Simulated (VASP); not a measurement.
Set up this calculation in VASP 6.6.1, as the native input.

| Property | Result |
| --- | --- |
| Task | single point |
| Functional | PBE |
| Potentials or basis | VASP PAW PBE potentials, release 64 (Mg) |
| Cutoff | 520 eV |
| k mesh | 20 × 20 × 20 |
| Occupations | gaussian, width 0.15 eV |
| Spin | no spin polarisation |
| Dipole correction | no |
| Further INCAR settings | ALGO = Fast; EDIFF = 1e-07; NBANDS = 7 |

The structure of Mg lies in POSCAR:

```
Mg
1.0
   -1.6801455887      1.6801455887      1.8720182150
    1.6801455887     -1.6801455887      1.8720182150
    1.6801455887      1.6801455887     -1.8720182150
Mg
1
Direct
    0.0000000000      0.0000000000      0.0000000000
```

This cell differs from its parent crystal: volume 21.138 Å^3 an atom, c/a of the conventional cell 1.1142.

One way to write it, as run:

INCAR

```
PREC = Accurate
ENCUT = 520
EDIFF = 1E-7
ISMEAR = 0
SIGMA = 0.15
LREAL = F
LASPH = T
NELM = 60
ALGO = Fast
ISIF = 2
LWAVE = F
LCHARG = F
GGA = PE
NBANDS = 7
```

KPOINTS

```
regular mesh
0
Gamma
  20 20 20
```

Potentials or basis: VASP PAW PBE potentials, release 64 (Mg).

Launch:

```sh
$ cat potpaw_PBE.64/Mg/POTCAR > POTCAR
$ mpirun -np 1 vasp_std > vasp.out
```

It gave:

```yaml
Pressure: 3.4 GPa
Band_gap_on_the_k_mesh: zero (band 1 reaches 5.72 eV, above the bottom of band 2 at 1.98 eV)
```

It took 18 s on 1 thread of Intel(R) Xeon(R) 6975P-C (Granite Rapids) (shared host), peak memory 0.21 GiB.
